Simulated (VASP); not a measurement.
A run of VASP 6.6.1 is set up as follows.

Contents of INCAR:

```
SYSTEM = SnGe2Te3
PREC = Accurate ; ENCUT = 520
EDIFF = 1E-7 ; ISMEAR = 0
SIGMA = 0.1 ; LREAL = .False.
LASPH = .True. ; NELM = 80
ALGO = Normal ; ISIF = 2
LWAVE = .False. ; LCHARG = .True.
GGA = PE ; LELF = .True.
LVHAR = .True. ; NBANDS = 39
```

The input KPOINTS:

```
Automatic mesh
0
Gamma
  6 6 6
  0 0 0
```

The input POSCAR:

```
SnGe2Te3
1.0
   -2.1788326000      2.1788326000      9.2218775000
    2.1788326000     -2.1788326000      9.2218775000
    2.1788326000      2.1788326000     -9.2218775000
Sn Ge Te
1 2 3
Direct
    0.0000000000      0.0000000000      0.0000000000
    0.6685680000      0.6685680000      0.0000000000
    0.3314320000      0.3314320000      0.0000000000
    0.8280910000      0.8280910000      0.0000000000
    0.5000000000      0.5000000000      0.0000000000
    0.1719090000      0.1719090000      0.0000000000
```

Potentials or basis: VASP PAW PBE potentials, release 64 (Sn_d, Ge_d, Te).

Command:

```console
$ cat potpaw_PBE.64/Sn_d/POTCAR potpaw_PBE.64/Ge_d/POTCAR potpaw_PBE.64/Te/POTCAR > POTCAR
$ mpirun -np 1 vasp_std > vasp.out
```

(1) Estimate the band gap on the k mesh.

(2) Estimate the largest force.

(3) Estimate the pressure.

Results:

(1) 0.26 eV, direct.

(2) 0.006 eV/Å.

(3) 0.1 GPa.

Caveat: spin-orbit coupling is left out, which moves the levels of the heavy elements.
